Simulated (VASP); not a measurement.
Here is a VASP 6.6.1 calculation.

File INCAR:

```
SYSTEM = Bi
PREC     = Accurate       ! precision mode
ENCUT    = 520            ! plane-wave cutoff, eV
EDIFF    = 1E-6           ! SCF threshold, eV
ISMEAR   = -1             ! smearing method
SIGMA    = 0.1            ! smearing width, eV
LREAL    = .FALSE.        ! projectors in reciprocal space
LASPH    = .TRUE.         ! aspherical terms in the spheres
NELM     = 60             ! most SCF steps
ALGO     = Normal         ! electronic algorithm
ISIF     = 2              ! what is computed and relaxed
LWAVE    = .FALSE.        ! write WAVECAR
LCHARG   = .TRUE.         ! write CHGCAR
GGA      = PE             ! functional
LELF     = .TRUE.         ! ELF
LVHAR    = .TRUE.       
NBANDS   = 22             ! bands
```

Contents of KPOINTS:

```
regular mesh
0
G
  12 12 6
  0 0 0
```

POSCAR

```
Bi
1.0
    3.5885253466      0.0000000000      0.0000000000
   -1.7942626733      3.1077541123      0.0000000000
    0.0000000000      0.0000000000      5.8993461285
Bi
2
Direct
    0.3333333333      0.6666666667      0.2500000000
    0.6666666667      0.3333333333      0.7500000000
```

Potentials or basis: VASP PAW PBE potentials, release 64 (Bi_d).

Launch:

```sh
$ cat potpaw_PBE.64/Bi_d/POTCAR > POTCAR
$ mpirun -np 1 vasp_std > vasp.out
```

Task: Estimate the band gap on the k mesh.

Result: Zero (band 15 reaches 11.17 eV, above the bottom of band 16 at 4.71 eV).

Task: What does it give for the pressure?

Result: -2.0 GPa.

Stress tensor (GPa, compression positive):
```
-2.29  0.00  0.00
 0.00 -2.29  0.00
 0.00  0.00 -1.47
```

Caveat: spin-orbit coupling is left out, which moves the levels of the heavy elements.
